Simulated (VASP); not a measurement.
HBr, 2 atoms in the cell. The structure is orthorhombic, space group Fmmm (No. 69). The conventional cell has a = 5.555 Å, b = 5.640 Å, c = 6.063 Å, α = 90.00°, β = 90.00°, γ = 90.00°. Within 3.7 Å of H (site symmetry mmm) lie 6 Br at 2.78 to 3.03 Å. Within 3.7 Å of Br (site symmetry mmm) lie 6 H at 2.78 to 3.03 Å. 

* Program: VASP 6.6.1
* Task: single point
* Functional: r2SCAN
* Potentials or basis: VASP PAW PBE potentials, release 64 (H, Br)
* Cutoff: 520 eV
* k mesh: 14 × 14 × 14
* Occupations: gaussian, width 0.15 eV
* Spin: no spin polarisation
* Dipole correction: no
* Further INCAR settings: ALGO = Normal; EDIFF = 1e-07; NBANDS = 11

Potentials or basis: VASP PAW PBE potentials, release 64 (H, Br).

The run is started by

```bash
$ cat potpaw_PBE.64/H/POTCAR potpaw_PBE.64/Br/POTCAR > POTCAR
$ cp INCAR.step1 INCAR
$ mpirun -np 1 vasp_std > vasp.out
$ cp INCAR.step2 INCAR
$ mpirun -np 1 vasp_std > vasp.out
```

Hardware: 1 thread of Intel Xeon 8259CL (shared host).

Task: How long does it take, and how much memory?

Result: Run time: 17 min on 1 thread of Intel Xeon 8259CL, on a shared host, peak memory 0.36 GiB. Counts: k points 428.
